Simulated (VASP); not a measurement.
Set up this calculation in VASP 6.6.1, as the native input.

- Task: single point
- Functional: PBEsol
- Potentials or basis: VASP PAW PBE potentials, release 64 (Ta_pv, N)
- Cutoff: 520 eV
- k mesh: 17 × 17 × 5
- Occupations: gaussian, width 0.15 eV
- Spin: no spin polarisation
- Dipole correction: no
- Further INCAR settings: ALGO = Normal; EDIFF = 1e-07; NBANDS = 36

The structure of Ta2N lies in POSCAR:

```
Ta2N
1.0
   -3.0786153856      0.0000000000      0.0000000000
   -1.5393076928     -2.6661591324      0.0000000000
    0.0000000000      0.0000000000     10.1465143614
Ta N
4 2
Direct
    0.6666666667      0.6666666667      0.1170602354
    0.6666666667      0.6666666667      0.5924212322
    0.3333333333      0.3333333333      0.8336617581
    0.3333333333      0.3333333333      0.3583007614
    0.0000000000      0.0000000000      0.2376804984
    0.0000000000      0.0000000000      0.7130414952
```

This cell differs from its parent crystal: the distance across one plane changed.

One way to write it, as run:

INCAR

```
  PREC = Accurate
  ENCUT = 520
  EDIFF = 1E-7
  ISMEAR = 0
  SIGMA = 0.15
  LREAL = False
  LASPH = True
  NELM = 80
  ALGO = Normal
  ISIF = 2
  LWAVE = False
  LCHARG = False
  GGA = PS
  NBANDS = 36
```

KPOINTS

```
Automatic mesh
0
Gamma
  17 17 5
```

Potentials or basis: VASP PAW PBE potentials, release 64 (Ta_pv, N).

Launch:

```console
$ cat potpaw_PBE.64/Ta_pv/POTCAR potpaw_PBE.64/N/POTCAR > POTCAR
$ mpirun -np 1 vasp_std > vasp.out
```

It gave:

```
Pressure               : -6.6 GPa
Largest force          : 1.867 eV/Å
Band gap on the k mesh : zero (bands 27 and 28 overlap by 1.13 eV)
```

Caveat: the cell differs from its parent crystal (the distance across one plane changed); the stress differs along the axes, from -13 to -3 GPa; the PAW data sets were made with another functional, which shifts forces and pressure a little; spin-orbit coupling is left out, which moves the levels of the heavy elements.

It took 3.4 min on 1 thread of Intel(R) Xeon(R) 6975P-C (Granite Rapids), with other jobs on the host, peak memory 0.45 GiB.
